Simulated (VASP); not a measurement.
# Si (Imma) in VASP: notebook

Si is run at these levels: PBE; tasks: single point.

Program: VASP 6.6.1. These are calculated values, not measurements. Logs are shortened: lines on timing, memory, paths and dates and some standing lists are left out, and cuts for length are marked.

**1. The cell of the first run**

It takes space group Imma (No. 74, orthorhombic). The conventional cell has a = 3.838 Å, b = 3.838 Å, c = 5.427 Å, α = 90.00°, β = 90.00°, γ = 90.00°. Within 3.1 Å of Si (site symmetry mm2) lie 4 Si at 2.34 to 2.36 Å.

**2. Single point, PBE**

Input file INCAR:

```
PREC = Accurate ; ENCUT = 500
EDIFF = 1E-6 ; ISMEAR = 0
SIGMA = 0.01 ; LREAL = F
LASPH = T ; NELM = 120
ALGO = Normal ; ISIF = 2
LWAVE = F ; LCHARG = F
GGA = PE ; NBANDS = 11
GGA_COMPAT = F
```

Input file KPOINTS:

```
Automatic mesh
0
Gamma
  6 6 6
```

Input file POSCAR:

```
Si
1.0
    0.0000000000      2.7135600000      2.7135600000
    2.7135600000      0.0000000000      2.7135600000
    2.7135600000      2.7135600000      0.0000000000
Si
2
Direct
    0.7500000000      0.7500000000      0.7500000000
    0.4963148042      0.5036851958      0.4963148042
```

Potentials or basis: VASP PAW PBE potentials, release 64 (Si).

Launch:

```sh
> cat potpaw_PBE.64/Si/POTCAR > POTCAR
> mpirun -np 1 vasp_std > vasp.out
```

OUTCAR:

```text
PREC = Accurate
   ENCUT = 500
   EDIFF = 1E-6
   ISMEAR = 0
   LREAL = F
   LASPH = T
   NELM = 120
   ISIF = 2
   GGA = PE

 ion  position               nearest neighbor table
   1  0.750  0.750  0.750-   2 2.34   2 2.34   2 2.36   2 2.36
   2  0.496  0.504  0.496-   1 2.34   1 2.34   1 2.36   1 2.36

  LATTYP: Found a face centered cubic cell.
 ALAT       =     5.4271200000

  Lattice vectors:

 A1 = (   0.0000000000,   2.7135600000,   2.7135600000)
 A2 = (   2.7135600000,   0.0000000000,   2.7135600000)
 A3 = (   2.7135600000,   2.7135600000,   0.0000000000)

Analysis of symmetry for initial positions (statically):
=====================================================================
 Subroutine PRICEL returns:
 Original cell was already a primitive cell.

 Routine SETGRP: Setting up the symmetry group for a
 face centered cubic supercell.

 Subroutine GETGRP returns: Found  8 space group operations
 (whereof  4 operations were pure point group operations)
 out of a pool of 48 trial point group operations.

The static configuration has the point symmetry C_2v.
 The point group associated with its full space group is D_2h.

Analysis of symmetry for dynamics (positions and initial velocities):
=====================================================================
 Subroutine PRICEL returns:
 Original cell was already a primitive cell.

 Routine SETGRP: Setting up the symmetry group for a
 face centered cubic supercell.

 Subroutine GETGRP returns: Found  8 space group operations
 (whereof  4 operations were pure point group operations)
 out of a pool of 48 trial point group operations.

The dynamic configuration has the point symmetry C_2v.
 The point group associated with its full space group is D_2h.

 Subroutine INISYM returns: Found  8 space group operations
 (whereof  4 operations are pure point group operations),
 and found     1 'primitive' translations

----------------------------------------------------------------------------------------

                                     Primitive cell

  volume of cell :      39.9621

  direct lattice vectors                    reciprocal lattice vectors
     0.000000000  2.713560000  2.713560000    -0.184259792  0.184259792  0.184259792
     2.713560000  0.000000000  2.713560000     0.184259792 -0.184259792  0.184259792
     2.713560000  2.713560000  0.000000000     0.184259792  0.184259792 -0.184259792

  length of vectors
     3.837553354  3.837553354  3.837553354     0.319147321  0.319147321  0.319147321

  position of ions in fractional coordinates (direct lattice)
     0.750000000  0.750000000  0.750000000
     0.496314804  0.503685196  0.496314804

  ion indices of the primitive-cell ions
   primitive index   ion index
                 1           1
                 2           2

----------------------------------------------------------------------------------------

 KPOINTS: Automatic mesh

Automatic generation of k-mesh.
 Grid dimensions read from file:
 generate k-points for:    6    6    6

 Generating k-lattice:

  Cartesian coordinates                     Fractional coordinates (reciprocal lattice)
    -0.030709965  0.030709965  0.030709965     0.166666667  0.000000000  0.000000000
     0.030709965 -0.030709965  0.030709965     0.000000000  0.166666667  0.000000000
     0.030709965  0.030709965 -0.030709965     0.000000000  0.000000000  0.166666667

  Length of vectors
     0.053191220  0.053191220  0.053191220

  Shift w.r.t. Gamma in fractional coordinates (k-lattice)
     0.000000000  0.000000000  0.000000000

 Subroutine IBZKPT returns following result:
 ===========================================

 Found     46 irreducible k-points:

 Following reciprocal coordinates:
            Coordinates               Weight
  0.000000  0.000000  0.000000      1.000000
  0.166667  0.000000  0.000000      4.000000
  0.000000  0.166667  0.000000      4.000000
  0.333333  0.000000  0.000000      4.000000
  0.000000  0.333333  0.000000      4.000000
  0.500000  0.000000  0.000000      2.000000
[... 16 lines left out ...]
  0.166667  0.000000 -0.166667      2.000000
 -0.166667 -0.333333 -0.166667      2.000000
 [... further k-points ...]
   k-points           NKPTS =     46   k-points in BZ     NKDIM =     46   number of bands    NBANDS=     11
   number of dos      NEDOS =    301   number of ions     NIONS =      2
   total plane-waves  NPLWV =  21952
   dimension x,y,z NGX =    28 NGY =   28 NGZ =   28
   dimension x,y,z NGXF=    56 NGYF=   56 NGZF=   56
   ions per type =               2
   NGX,Y,Z   is equivalent  to a cutoff of  12.13, 12.13, 12.13 a.u.
   NGXF,Y,Z  is equivalent  to a cutoff of  24.26, 24.26, 24.26 a.u.
 SYSTEM =  unknown system
   PREC   = accura    normal or accurate (medium, high low for compatibility)
   ISTART =      0    job   : 0-new  1-cont  2-samecut
   ICHARG =      2    charge: 1-file 2-atom 10-const
   ISPIN  =      1    spin polarized calculation?
   LNONCOLLINEAR =      F non collinear calculations
   LSORBIT =      F    spin-orbit coupling
   LASPH  =      T    aspherical Exc in radial PAW
   ENCUT  =  500.0 eV  36.75 Ry    6.06 a.u.   7.00  7.00  7.00*2*pi/ulx,y,z
   NELM   =    120;   NELMIN=  2; NELMDL= -5     # of ELM steps
   EDIFF  = 0.1E-05   stopping-criterion for ELM
   LREAL  =      F    real-space projection
   EDIFFG = 0.1E-04   stopping-criterion for IOM
   NSW    =      0    number of steps for IOM
   IBRION =     -1    ionic relax: 0-MD 1-quasi-New 2-CG
   NFREE  =      0    steps in history (QN), initial steepest desc. (CG)
   ISIF   =      2    stress and relaxation
   ISYM   =      2    0-nonsym 1-usesym 2-fastsym
   POTIM  = 0.5000    time-step for ionic-motion
   TEBEG  =    0.0;   TEEND  =   0.0 temperature during run
   PSTRESS=    0.0 pullay stress
   NELECT =       8.0000    total number of electrons
   NUPDOWN=      -1.0000    fix difference up-down
   EMIN   =  10.00;   EMAX   =-10.00  energy-range for DOS
   EFERMI =   0.00;   METHOD = LEGACY
   ISMEAR =     0;   SIGMA  =   0.01  broadening in eV -4-tet -1-fermi 0-gaus
   EFERMI_NEDOS =   21; number of points for ismear=-14 and -15
   IALGO  =     38    algorithm
   IMIX   =      4    mixing-type and parameters
     AMIX     =   0.40;   BMIX     =  1.00
     AMIX_MAG =   1.60;   BMIX_MAG =  1.00
  volume/ion in A,a.u.               =      19.98       134.84
  Fermi-wavevector in a.u.,A,eV,Ry     =   0.957684  1.809760 12.478691  0.917158
  Thomas-Fermi vector in A             =   2.086724
   LORBIT       =      0    0 simple, 1 ext, 2 COOP (PROOUT), +10 PAW based schemes
   GGA     = PE    functional components
   LHFCALC =     F    Hartree Fock is set to
   AEXX    =    0.0000 exact exchange contribution
   IVDW    =     0    specifies the selected vdW correction
   LEPSILON=     F    determine dielectric tensor
   LRPA    =     F    only Hartree local field effects (RPA)
 non-spin polarized calculation
 Gauss-broadening in eV      SIGMA  =   0.01
  energy-cutoff  :      500.00
  volume of cell :       39.96
 maximum number of plane-waves:      1032
   NGX = 13   NGY = 13   NGZ = 13

 number of electron       8.0000000 magnetization

 Free energy of the ion-electron system (eV)
  ---------------------------------------------------
  ext. energy  EPLUGINS =         0.00000000
  ---------------------------------------------------
  free energy    TOTEN  =       -10.81710923 eV

  energy without entropy =      -10.81710923  energy(sigma->0) =      -10.81710923

 E-fermi :   6.0369     XC(G=0):  -9.4123

 val. band max:        5.9505763682   @ k =   0.0000   0.0000   0.0000
 cond. band min:       6.5090804245   @ k =   0.5000   0.0000   0.5000
 fundamental gap:      0.5585040563
 Fermi energy:         6.0368841138

 k-point     1 :       0.0000    0.0000    0.0000
  band No.  band energies     occupation
      1      -6.1192      2.00000
      2       5.7573      2.00000
      3       5.8549      2.00000
      4       5.9506      2.00000
      5       8.3601      0.00000
      6       8.4155      0.00000
      7       8.4738      0.00000
      8       9.2505      0.00000
      9      13.5702      0.00000
     10      13.5728      0.00000
     11      13.8193      0.00000

 k-point     2 :       0.1667    0.0000    0.0000
  band No.  band energies     occupation
      1      -5.7561      2.00000
      2       3.4351      2.00000
      3       5.3704      2.00000
      4       5.4785      2.00000
      5       8.2316      0.00000
      6       9.0249      0.00000
      7       9.1078      0.00000
      8      11.3160      0.00000
      9      12.9125      0.00000
     10      12.9250      0.00000
     11      14.9444      0.00000

 k-point     3 :       0.0000    0.1667    0.0000
  band No.  band energies     occupation
      1      -5.7586      2.00000
      2       3.5091      2.00000
      3       5.3262      2.00000
      4       5.4382      2.00000
      5       8.1922      0.00000
      6       9.0220      0.00000
      7       9.1069      0.00000
      8      11.3433      0.00000
      9      12.9438      0.00000
     10      12.9596      0.00000
     11      14.9560      0.00000
[... 267 lines left out ...]
 k-point    23 :       0.1667    0.0000   -0.1667
  band No.  band energies     occupation
      1      -5.1627      2.00000
      2       2.0698      2.00000
      3       3.4493      2.00000
      4       5.3655      2.00000
      5       8.9373      0.00000
      6       9.3568      0.00000
      7       9.7355      0.00000
      8      11.5234      0.00000
      9      11.9504      0.00000
     10      15.1873      0.00000
     11      16.3313      0.00000

 k-point    24 :      -0.1667   -0.3333   -0.1667
  band No.  band energies     occupation
      1      -5.1732      2.00000
      2       2.2046      2.00000
      3       3.4256      2.00000
      4       5.2118      2.00000
      5       8.8637      0.00000
      6       9.4702      0.00000
      7       9.6723      0.00000
      8      11.5332      0.00000
      9      11.9547      0.00000
     10      15.3274      0.00000
     11      16.3757      0.00000

 [... further k-points ...]

------------------------ aborting loop because EDIFF is reached ----------------------------------------

  FORCE on cell =-STRESS in cart. coord.  units (eV):
  Direction    XX          YY          ZZ          XY          YZ          ZX
  --------------------------------------------------------------------------------------
  -------------------------------------------------------------------------------------
  Total        0.5577889      0.5511828      0.5577889      0.0000000      0.0000000     -0.1980637
  in kB       22.3631071     22.0982538     22.3631071      0.0000000      0.0000000     -7.9408547
  external PRESSURE =      22.2748226 kB  Pullay stress =       0.0000000 kB

 VOLUME and BASIS-vectors are now :
 -----------------------------------------------------------------------------
  energy-cutoff  :      500.00
  volume of cell :       39.96
      direct lattice vectors                 reciprocal lattice vectors
     0.000000000  2.713560000  2.713560000    -0.184259792  0.184259792  0.184259792
     2.713560000  0.000000000  2.713560000     0.184259792 -0.184259792  0.184259792
     2.713560000  2.713560000  0.000000000     0.184259792  0.184259792 -0.184259792

 POSITION                                       TOTAL-FORCE (eV/Angst)
 -----------------------------------------------------------------------------------
      4.07034      4.07034      4.07034         0.000000     -0.274377      0.000000
      2.71356      2.69356      2.71356        -0.000000      0.274377     -0.000000
 -----------------------------------------------------------------------------------
    total drift:                                0.000000      0.000001      0.000000

  FREE ENERGIE OF THE ION-ELECTRON SYSTEM (eV)
  ---------------------------------------------------
  free  energy   TOTEN  =       -10.8171092312 eV

  energy  without entropy=      -10.8171092312  energy(sigma->0) =      -10.81710923
```

Wall time 8.1 s (1 thread of AMD EPYC 9R45 (Zen 5), shared host); peak memory 0.12 GiB.

What came out:

```yaml
Free_energy: -10.8171 eV
Pressure: 2.2 GPa
Largest_force: 0.274 eV/Å
Band_gap_on_the_k_mesh: 0.56 eV (least direct gap 2.41 eV)
```

Forces on the atoms (eV/Å):
```
Si   0.000 -0.274  0.000
Si   0.000  0.274  0.000
```

Stress tensor (GPa, compression positive):
```
 2.24  0.00 -0.79
 0.00  2.21  0.00
-0.79  0.00  2.24
```

**3. Single point, PBE**

Input file INCAR:

```
SYSTEM = Si
PREC = Accurate ; ENCUT = 500
EDIFF = 1E-6 ; ISMEAR = 0
SIGMA = 0.01 ; LREAL = .FALSE.
LASPH = .TRUE. ; NELM = 120
ALGO = Normal ; ISIF = 2
LWAVE = .FALSE. ; LCHARG = .TRUE.
GGA = PE ; LELF = .TRUE.
LVHAR = .TRUE. ; NBANDS = 11
GGA_COMPAT = .FALSE.
```

Input file KPOINTS:

```
regular mesh
0
G
  6 6 6
  0 0 0
```

POSCAR: that of step 2 with these lines changed.

```diff
@@ -9,2 +9,2 @@
     0.7500000000      0.7500000000      0.7500000000
-    0.4963148042      0.5036851958      0.4963148042
+    0.4981574021      0.5018425979      0.4981574021
```

Potentials or basis: VASP PAW PBE potentials, release 64 (Si).

Launch:

```sh
> cat potpaw_PBE.64/Si/POTCAR > POTCAR
> mpirun -np 1 vasp_std > vasp.out
```

OUTCAR:

```text
SYSTEM = Si
   PREC = Accurate
   ENCUT = 500
   EDIFF = 1E-6
   ISMEAR = 0
   LREAL = .FALSE.
   LASPH = .TRUE.
   NELM = 120
   ISIF = 2
   GGA = PE

 ion  position               nearest neighbor table
   1  0.750  0.750  0.750-   2 2.34   2 2.34   2 2.36   2 2.36
   2  0.498  0.502  0.498-   1 2.34   1 2.34   1 2.36   1 2.36

  LATTYP: Found a face centered cubic cell.
 ALAT       =     5.4271200000

  Lattice vectors:

 A1 = (   0.0000000000,   2.7135600000,   2.7135600000)
[... 523 lines left out ...]

------------------------ aborting loop because EDIFF is reached ----------------------------------------

  FORCE on cell =-STRESS in cart. coord.  units (eV):
  Direction    XX          YY          ZZ          XY          YZ          ZX
  --------------------------------------------------------------------------------------
  -------------------------------------------------------------------------------------
  Total        0.5534732      0.5518216      0.5534732      0.0000000      0.0000000     -0.0990195
  in kB       22.1900808     22.1238632     22.1900808      0.0000000      0.0000000     -3.9699314
  external PRESSURE =      22.1680083 kB  Pullay stress =       0.0000000 kB

 VOLUME and BASIS-vectors are now :
 -----------------------------------------------------------------------------
  energy-cutoff  :      500.00
  volume of cell :       39.96
      direct lattice vectors                 reciprocal lattice vectors
     0.000000000  2.713560000  2.713560000    -0.184259792  0.184259792  0.184259792
     2.713560000  0.000000000  2.713560000     0.184259792 -0.184259792  0.184259792
     2.713560000  2.713560000  0.000000000     0.184259792  0.184259792 -0.184259792

 POSITION                                       TOTAL-FORCE (eV/Angst)
 -----------------------------------------------------------------------------------
      4.07034      4.07034      4.07034         0.000000     -0.137229      0.000000
      2.71356      2.70356      2.71356        -0.000000      0.137229     -0.000000
 -----------------------------------------------------------------------------------
    total drift:                                0.000000      0.000000      0.000000

  FREE ENERGIE OF THE ION-ELECTRON SYSTEM (eV)
  ---------------------------------------------------
  free  energy   TOTEN  =       -10.8191675104 eV

  energy  without entropy=      -10.8191675104  energy(sigma->0) =      -10.81916751
```

Wall time 8.4 s (1 thread of AMD EPYC 9R45 (Zen 5), shared host); peak memory 0.12 GiB.

What came out:

```yaml
Free_energy: -10.8192 eV
Pressure: 2.2 GPa
Largest_force: 0.137 eV/Å
Band_gap_on_the_k_mesh: 0.63 eV (least direct gap 2.49 eV)
```

Forces on the atoms (eV/Å):
```
Si   0.000 -0.137  0.000
Si   0.000  0.137  0.000
```

Levels at points of the mesh, in eV from the valence-band top:
| k point | band 2 | band 3 | band 4 | band 5 | band 6 | band 7 |
| --- | --- | --- | --- | --- | --- | --- |
| (0.00, 0.00, 0.00) | -0.10 | -0.05 | 0.00 | 2.49 | 2.51 | 2.54 |
| (0.50, 0.00, 0.00) | -7.05 | -1.27 | -1.22 | 1.50 | 3.27 | 3.33 |
| (0.00, 0.50, 0.00) | -7.00 | -1.28 | -1.23 | 1.49 | 3.25 | 3.31 |
| (0.50, 0.50, 0.00) | -7.87 | -2.90 | -2.90 | 0.65 | 0.65 | 10.08 |
| (0.50, 0.00, 0.50) | -7.84 | -2.92 | -2.89 | 0.63 | 0.68 | 10.08 |

A k mesh can miss the band edges.

[end of part 1 of 2]
